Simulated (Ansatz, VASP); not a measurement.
## B3N4 in VASP and in Ansatz

```
N B
1.0
     5.01078    0.00000    0.00000
    -1.25270    3.37591    0.00000
     0.00000    0.00000   23.44094
N B
8 6
Direct
  0.02252 0.09009 0.17064
  0.52252 0.09009 0.17064
  0.30695 0.22778 0.26105
  0.80695 0.22778 0.26105
  0.08665 0.34663 0.35335
  0.58665 0.34663 0.35335
  0.59371 0.87488 0.52647
  0.59371 0.87488 0.57340
  0.28421 0.13682 0.20075
  0.78421 0.13682 0.20075
  0.06735 0.26942 0.28955
  0.56735 0.26942 0.28955
  0.34371 0.37488 0.38142
  0.84371 0.37488 0.38142
```

Alike in both runs: task single point; functional PBE; dispersion D3(BJ); k mesh 6 × 8 × 1; occupations gaussian, width 0.05 eV; no spin polarisation.

|  | VASP | Ansatz |
| --- | --- | --- |
| version | VASP 6.6.1 | Ansatz 0.2.0 |
| potentials or method | VASP PAW PBE potentials, release 64 (N, B), cutoff 520 eV | scalar-relativistic, plane waves, PAW |
| valence electrons in the cell | 58 | 58 |

```tsv
	VASP	Ansatz	Ansatz less VASP
gap on the k mesh at the Fermi level (eV)	none	none	-
rms of the force components (eV/Å)	1.171	1.073	-0.0986
```

A gap of «none» marks a metal or a gap that the smearing closes. Ansatz's warnings: vacuum below fermi, xc potential rough in thin density.

Noted on VASP's run: the standard files for N, O and F lose accuracy on very short bonds.
